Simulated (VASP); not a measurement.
# MnCo2N2 (P-3m1) in VASP: further runs, part 2 of 2

VASP 6.6.1.

**5. Single point, PBE, collinear spin, ferromagnetic start**

This run uses another cell than the first one, of 9.15 Å³/atom.

The input, INCAR:

```
SYSTEM = MnCo2N2
PREC = Accurate
ENCUT = 520
EDIFF = 1E-6
ISMEAR = 0
SIGMA = 0.1
LREAL = .False.
LASPH = .True.
NELM = 150
ALGO = Normal
ISIF = 2
LWAVE = .False.
LCHARG = .False.
ISPIN = 2
MAGMOM = 4 3 3 0 0
LORBIT = 11
LMAXMIX = 4
GGA = PE
NBANDS = 32
```

The input, KPOINTS:

```
regular mesh
0
Gamma
  12 12 6
  0 0 0
```

The input, POSCAR:

```
MnCo2N2
1.0
    2.8666413584      0.0000000000      0.0000000000
   -1.4333206792      2.4825842399      0.0000000000
    0.0000000000      0.0000000000      6.4302200453
Mn Co N
1 2 2
Direct
    0.0000000000      0.0000000000      0.5000000000
    0.6666666667      0.3333333333      0.1650376710
    0.3333333333      0.6666666667      0.8349623290
    0.6666666667      0.3333333333      0.6941665393
    0.3333333333      0.6666666667      0.3058334607
```

Potentials or basis: VASP PAW PBE potentials, release 64 (Mn_pv, Co, N).

Launch:

```console
$ cat potpaw_PBE.64/Mn_pv/POTCAR potpaw_PBE.64/Co/POTCAR potpaw_PBE.64/N/POTCAR > POTCAR
$ mpirun -np 1 vasp_std > vasp.out
```

OUTCAR:

```text
SYSTEM = MnCo2N2
   PREC = Accurate
   ENCUT = 520
   EDIFF = 1E-6
   ISMEAR = 0
   LREAL = .False.
   LASPH = .True.
   NELM = 150
   ISIF = 2
   ISPIN = 2
   LORBIT = 11
   GGA = PE

 ion  position               nearest neighbor table
   1  0.000  0.000  0.500-   4 2.07   5 2.07   5 2.07   4 2.07   4 2.07   5 2.07   2 2.72   3 2.72
                             3 2.72   2 2.72   3 2.72   2 2.72
   2  0.667  0.333  0.165-   5 1.89   5 1.89   5 1.89   3 2.69   3 2.69   3 2.69   1 2.72   1 2.72
                             1 2.72
   3  0.333  0.667  0.835-   4 1.89   4 1.89   4 1.89   2 2.69   2 2.69   2 2.69   1 2.72   1 2.72
                             1 2.72
   4  0.667  0.333  0.694-   3 1.89   3 1.89   3 1.89   1 2.07   1 2.07   1 2.07
   5  0.333  0.667  0.306-   2 1.89   2 1.89   2 1.89   1 2.07   1 2.07   1 2.07

  LATTYP: Found a hexagonal cell.
 ALAT       =     2.8666413584
 C/A-ratio  =     2.2431198191

  Lattice vectors:

 A1 = (   2.8666413584,   0.0000000000,   0.0000000000)
 A2 = (  -1.4333206792,   2.4825842399,   0.0000000000)
 A3 = (   0.0000000000,   0.0000000000,   6.4302200453)

Analysis of symmetry for initial positions (statically):
=====================================================================
 Subroutine PRICEL returns:
 Original cell was already a primitive cell.

 Routine SETGRP: Setting up the symmetry group for a
 hexagonal supercell.

 Subroutine GETGRP returns: Found 12 space group operations
 (whereof 12 operations were pure point group operations)
 out of a pool of 24 trial point group operations.

The static configuration has the point symmetry D_3d.

Analysis of symmetry for dynamics (positions and initial velocities):
=====================================================================
 Subroutine PRICEL returns:
 Original cell was already a primitive cell.

 Routine SETGRP: Setting up the symmetry group for a
 hexagonal supercell.

 Subroutine GETGRP returns: Found 12 space group operations
 (whereof 12 operations were pure point group operations)
 out of a pool of 24 trial point group operations.

[... 169 lines left out ...]
  energy without entropy =      -39.32125088  energy(sigma->0) =      -39.33264276

 E-fermi :  10.2454     XC(G=0): -13.2475

 val. band max:       10.2450621361   @ k =   0.4167   0.0000   0.3333
 cond. band min:      10.2509443542   @ k =   0.4167   0.1667   0.5000
 fundamental gap:      0.0058822181
 Fermi energy:        10.2453771650

 spin component 1

 k-point     1 :       0.0000    0.0000    0.0000
  band No.  band energies     occupation
      1     -40.1259      1.00000
      2     -39.9626      1.00000
      3     -39.9626      1.00000
      4      -7.8761      1.00000
      5      -6.6353      1.00000
      6       1.2112      1.00000
[... 829 lines left out ...]
     31      22.3863      0.00000
     32      23.7548      0.00000

 [... further k-points ...]

 spin component 2

 k-point     1 :       0.0000    0.0000    0.0000
  band No.  band energies     occupation
      1     -37.0816      1.00000
      2     -37.0520      1.00000
      3     -37.0520      1.00000
      4      -7.7745      1.00000
      5      -6.5622      1.00000
      6       1.4847      1.00000
[... 829 lines left out ...]
     31      22.6590      0.00000
     32      24.2096      0.00000

 [... further k-points ...]
[... 5 lines left out ...]
  --------------------------------------------------------------------------------------
  -------------------------------------------------------------------------------------
  Total        0.1286473      0.1286473      0.0334990      0.0000000      0.0000000      0.0000000
  in kB        4.5041014      4.5041014      1.1728406      0.0000000      0.0000000      0.0000000
  external PRESSURE =       3.3936811 kB  Pullay stress =       0.0000000 kB

 VOLUME and BASIS-vectors are now :
 -----------------------------------------------------------------------------
  energy-cutoff  :      520.00
  volume of cell :       45.76
      direct lattice vectors                 reciprocal lattice vectors
     2.866641358  0.000000000  0.000000000     0.348840289  0.201403035  0.000000000
    -1.433320679  2.482584240  0.000000000     0.000000000  0.402806070  0.000000000
     0.000000000  0.000000000  6.430220045     0.000000000  0.000000000  0.155515673

 POSITION                                       TOTAL-FORCE (eV/Angst)
 -----------------------------------------------------------------------------------
      0.00000      0.00000      3.21511        -0.000000      0.000000      0.000000
      1.43332      0.82753      1.06123        -0.000000     -0.000000     -0.006663
     -0.00000      1.65506      5.36899         0.000000      0.000000      0.006663
      1.43332      0.82753      4.46364         0.000000      0.000000      0.027739
     -0.00000      1.65506      1.96658        -0.000000     -0.000000     -0.027739
 -----------------------------------------------------------------------------------
    total drift:                                0.000000     -0.000000      0.000000

  FREE ENERGIE OF THE ION-ELECTRON SYSTEM (eV)
  ---------------------------------------------------
  free  energy   TOTEN  =       -39.3440346443 eV

  energy  without entropy=      -39.3212508765  energy(sigma->0) =      -39.33264276

 total charge

# of ion       s       p       d       tot
------------------------------------------
    1        0.269   6.329   5.162  11.761
    2        0.418   0.571   7.442   8.432
    3        0.418   0.571   7.442   8.432
    4        1.246   2.456   0.000   3.702
    5        1.246   2.456   0.000   3.702
--------------------------------------------------
tot          3.599  12.382  20.047  36.028

 magnetization (x)

# of ion       s       p       d       tot
------------------------------------------
    1        0.016   0.019   2.689   2.723
    2        0.008  -0.006   0.379   0.381
    3        0.008  -0.006   0.379   0.381
    4        0.007   0.014   0.000   0.021
    5        0.007   0.014   0.000   0.021
--------------------------------------------------
tot          0.045   0.035   3.447   3.527
```

Run time: 2.6 min. Hardware: 1 thread of Intel Xeon 6975P-C (Granite Rapids), shared host; peak memory 0.35 GiB.

What came out:

```yaml
Free_energy: -39.3440 eV
Pressure: 0.3 GPa
Largest_force: 0.028 eV/Å
Net_moment: 3.56 μB per cell
Site_moments: Mn +2.72; Co +0.38; N +0.02 μB
Valence_electrons_inside_the_program's_atomic_spheres: Mn 11.76; Co 8.43; N 3.70
```

Forces in eV/Å, atoms in the order of the input:
```
Mn   0.000  0.000  0.000
Co   0.000  0.000 -0.007
Co   0.000  0.000  0.007
N    0.000  0.000  0.028
N    0.000  0.000 -0.028
```

Stress tensor (GPa, compression positive):
```
0.45 0.00 0.00
0.00 0.45 0.00
0.00 0.00 0.12
```

Levels at points of the mesh, in eV from the Fermi level:
Spin up:
```csv
k point,band 18,band 19,band 20,band 21,band 22,band 23,band 24,band 25,band 26,band 27
"(0.00, 0.00, 0.00)",-1.75,-1.75,-1.51,-1.51,-0.21,0.51,1.10,1.10,2.61,2.61
"(0.50, 0.00, 0.00)",-1.47,-1.14,-0.99,-0.90,-0.75,-0.64,-0.12,1.19,2.06,4.63
"(0.00, 0.00, 0.50)",-2.20,-2.20,-1.18,-1.18,-0.15,1.05,1.32,1.32,2.51,2.51
"(0.50, 0.00, 0.50)",-1.44,-1.35,-1.13,-0.85,-0.63,-0.58,0.69,1.22,1.54,4.45
```
Spin down:
```csv
k point,band 15,band 16,band 17,band 18,band 19,band 20,band 21,band 22,band 23,band 24
"(0.00, 0.00, 0.00)",-1.10,-1.08,-1.08,-0.89,-0.89,0.04,0.38,0.38,1.35,1.35
"(0.50, 0.00, 0.00)",-1.08,-0.85,-0.81,-0.53,-0.30,-0.06,0.20,0.51,1.29,1.57
"(0.00, 0.00, 0.50)",-1.55,-1.55,-1.44,-1.01,-1.01,0.52,0.52,1.04,1.17,1.58
"(0.50, 0.00, 0.50)",-1.21,-1.10,-0.73,-0.70,-0.48,-0.33,0.66,1.07,1.24,1.60
```

With open d or f shells a metallic result of PBE can be an artefact of self-interaction; +U or a hybrid may open a gap.

**6. The runs side by side**

```tsv
task	spin	cell	cutoff (eV)	gap on the mesh (eV)	pressure (GPa)	largest force (eV/Å)
single point	off	a = 2.787, b = 2.787, c = 6.513 Å, angles 90.0, 90.0, 120.0°, 5 atoms, atomic positions A	520	none	0.6	0.03
single point	off	a = 2.878, b = 2.878, c = 6.453 Å, angles 90.0, 90.0, 120.0°, 5 atoms, atomic positions B	520	none	-11.3	0.35
relaxation of cell and atoms	off	relaxed from a = 2.878, b = 2.878, c = 6.453 Å, angles 90.0, 90.0, 120.0°, 5 atoms, atomic positions B	600	none	0.0	-
single point	collinear, ferromagnetic start	a = 2.867, b = 2.867, c = 6.430 Å, angles 90.0, 90.0, 120.0°, 5 atoms, atomic positions C	520	none	0.3	0.03
```

Alike in all rows: level PBE; potentials or basis VASP PAW PBE potentials, release 64 (Mn_pv, Co, N); k mesh 12 × 12 × 6; smearing gaussian 0.1 eV.

Caveats: the cell stands under tension (at least some runs).

Total energies depend on the potentials used, so only differences within one code and one set of settings carry meaning.
